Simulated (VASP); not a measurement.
Input of a VASP 6.6.1 run:

The input INCAR:

```
  ALGO = Normal
  EDIFF = 1E-7
  ENCUT = 520
  GGA = RE
  ISIF = 2
  ISMEAR = -1
  IVDW = 13
  LASPH = T
  LCHARG = T
  LELF = T
  LREAL = F
  LVHAR = T
  LWAVE = F
  NBANDS = 32
  NELM = 100
  PREC = Accurate
  SIGMA = 0.05
```

KPOINTS

```
k-points
0
Gamma
  7 7 7
```

POSCAR

```
Bi2Te3
1.0
    2.1849248825      1.2614669691     10.0738782889
   -2.1849248825      1.2614669691     10.0738782889
    0.0000000000     -2.5229339382     10.0738782889
Bi Te
2 3
Direct
    0.5996984384      0.5996984384      0.5996984384
    0.4003015616      0.4003015616      0.4003015616
    0.7910926446      0.7910926446      0.7910926446
    0.2089073554      0.2089073554      0.2089073554
    0.0000000000      0.0000000000      0.0000000000
```

Potentials or basis: VASP PAW PBE potentials, release 64 (Bi_d, Te).

Command:

```console
$ cat potpaw_PBE.64/Bi_d/POTCAR potpaw_PBE.64/Te/POTCAR > POTCAR
$ mpirun -np 1 vasp_std > vasp.out
```

(1) What does it give for the largest force?

(2) Estimate the band gap on the k mesh.

(3) What does it give for the dispersion energy per atom?

## Answers

(1) 0.012 eV/Å.

(2) 0.29 eV.

(3) -0.771 eV.

Caveat: the PAW data sets were made with another functional, which shifts forces and pressure a little; spin-orbit coupling is left out, which moves the levels of the heavy elements; an odd mesh through Γ misses points on the zone boundary, where band edges can lie.

**What was measured.**

From “Vacancy and Antisite-Induced Ferromagnetism in Liquid-Phase Exfoliated Bi2Te3”, 2024, arxiv:2412.10539, for a bulk crystal of Bi2Te3: band gap 0.17 eV.

Against the measured gap of Bi2Te3, 0.17 eV (quoted in “Vacancy and Antisite-Induced Ferromagnetism in Liquid-Phase Exfoliated Bi2Te3”, 2024, arxiv:2412.10539), the calculated 0.29 eV is off by +0.12 eV. Spin-orbit coupling on Bi, Te is left out. The value is that of revPBE+D4 on a finite k mesh, which can miss the band edges, without temperature or zero-point motion.
